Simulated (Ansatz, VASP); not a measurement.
## EuS: VASP beside Ansatz

INCAR

```
SYSTEM = EuS
PREC = Accurate
ENCUT = 600
EDIFF = 1E-6
ISMEAR = -1
SIGMA = 0.1
LREAL = .False.
LASPH = .True.
NELM = 200
ALGO = Normal
ISIF = 2
LWAVE = .False.
LCHARG = .False.
ISPIN = 2
MAGMOM = 4.9 0
LORBIT = 11
LMAXMIX = 6
LDAU = .True.
LDAUTYPE = 2
LDAUL = 3 -1
LDAUU = 5 0
LDAUJ = 0 0
LDAUPRINT = 1
GGA = PE
NBANDS = 22
GGA_COMPAT = .False.
```

File KPOINTS:

```
Automatic mesh
0
Gamma
  8 8 8
  0 0 0
```

The input POSCAR:

```
EuS
1.0
    0.0000000000      2.9785000000      2.9785000000
    2.9785000000      0.0000000000      2.9785000000
    2.9785000000      2.9785000000      0.0000000000
Eu S
1 1
Direct
    0.0000000000      0.0000000000      0.0000000000
    0.5000000000      0.5000000000      0.5000000000
```

Input for Ansatz:

```yaml
crystal:
  lattice:
    - [0.0, 2.9785, 2.9785]
    - [2.9785, 0.0, 2.9785]
    - [2.9785, 2.9785, 0.0]
  atoms:
    - { symbol: Eu, position: [0.0, 0.0, 0.0] }
    - { symbol: S, position: [0.5, 0.5, 0.5] }
kpoints:
  mp_grid:
    grid: [8, 8, 8]
hamiltonian:
  xc: pbe
  hubbard:
    - { species: Eu, l: f, u_eff: 5.0 }
magnetization:
  spin_polarized: true
  per_species:
    Eu: 4.9
scf:
  occupations:
    method: fermi_dirac
    width: 0.1
output:
  eigenvalues: true
```

Alike in both runs: task single point; functional PBE; k mesh 8 × 8 × 8; occupations fermi-dirac, width 0.1 eV; collinear spin; Hubbard terms Eu f U = 5.0 eV.

|  | VASP | Ansatz |
| --- | --- | --- |
| version | VASP 6.6.1 | Ansatz 0.2.0 |
| potentials or method | VASP PAW PBE potentials, release 64 (Eu, S) | plane waves, PAW |
| plane-wave cutoff (eV) | 600 | 420 |
| valence electrons in the cell | 23 | 23 |

```csv
,VASP,Ansatz,Ansatz less VASP
net moment per atom (μB),3.50,3.50,0.000
size of the moment on the site where the two differ most (μB),6.71,6.86,+0.152
```

Site moments also hang on the region over which each program counts them. The programs project onto different local orbitals, so the same U acts differently, and such runs can settle in different states. Ansatz's warnings: given moment on shells, stability check not made.

Spin-orbit coupling is off throughout.
